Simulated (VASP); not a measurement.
# Bi2O: single point with PBE

The system is Bi2O.

```
Bi O
1.0
     6.75918    0.00000    0.00000
     0.00000    3.49164    0.00000
    -0.29015    0.00000    6.38850
Bi O
4 2
Cartesian
  1.5967 0.8676 1.0168
  1.4516 2.6241 4.2110
  4.4033 2.3088 2.3251
  4.2582 1.1829 5.5194
  0.3231 2.5542 6.2458
  0.4681 0.9375 3.0515
```

```yaml
Program: VASP 6.6.1
Task: single point
Functional: PBE
Potentials_or_basis: VASP PAW PBE potentials, release 64 (Bi_d, O)
Cutoff: 520 eV
k_mesh: 4 × 6 × 4
Occupations: gaussian, width 0.1 eV
Spin: no spin polarisation
```

The pressure is 0.4 GPa. The largest force is 0.028 eV/Å and the band gap on the k mesh is zero (band 36 reaches 8.54 eV, above the bottom of band 37 at 5.85 eV).

Forces on the atoms (eV/Å):
```
Bi   0.016  0.009  0.003
Bi   0.016 -0.009  0.003
Bi   0.011  0.001  0.001
Bi   0.011 -0.001  0.001
O   -0.027  0.004 -0.004
O   -0.027 -0.004 -0.004
```

Stress tensor (GPa, compression positive):
```
 0.79  0.00 -0.04
 0.00  0.08  0.00
-0.04  0.00  0.41
```

Levels at points of the mesh, in eV from the Fermi level:
| k point | band 34 | band 35 | band 36 | band 37 | band 38 | band 39 |
| --- | --- | --- | --- | --- | --- | --- |
| (0.00, 0.00, 0.00) | -1.96 | -0.43 | 1.48 | 2.38 | 2.64 | 2.88 |
| (0.50, 0.00, 0.00) | -1.59 | -1.41 | 1.42 | 2.34 | 2.56 | 2.80 |
| (0.00, 0.50, 0.00) | -1.90 | -1.70 | -0.61 | -0.46 | 0.39 | 1.62 |
| (0.50, 0.50, 0.00) | -2.02 | -1.38 | -0.96 | -0.08 | 0.67 | 1.62 |
| (0.00, 0.00, 0.50) | -1.09 | -0.74 | -0.74 | 1.55 | 1.55 | 3.14 |
| (0.50, 0.00, 0.50) | -1.14 | -0.53 | -0.53 | 1.69 | 1.69 | 2.79 |
| (0.00, 0.50, 0.50) | -2.73 | -0.90 | -0.90 | 1.21 | 1.21 | 1.83 |
| (0.50, 0.50, 0.50) | -2.66 | -1.14 | -1.14 | 1.14 | 1.14 | 1.74 |

Wall time 3.6 min on 1 thread of Intel(R) Xeon(R) Platinum 8488C (Sapphire Rapids), with other jobs on the host, peak memory 0.36 GiB.

Caveat: spin-orbit coupling is left out, which moves the levels of the heavy elements.
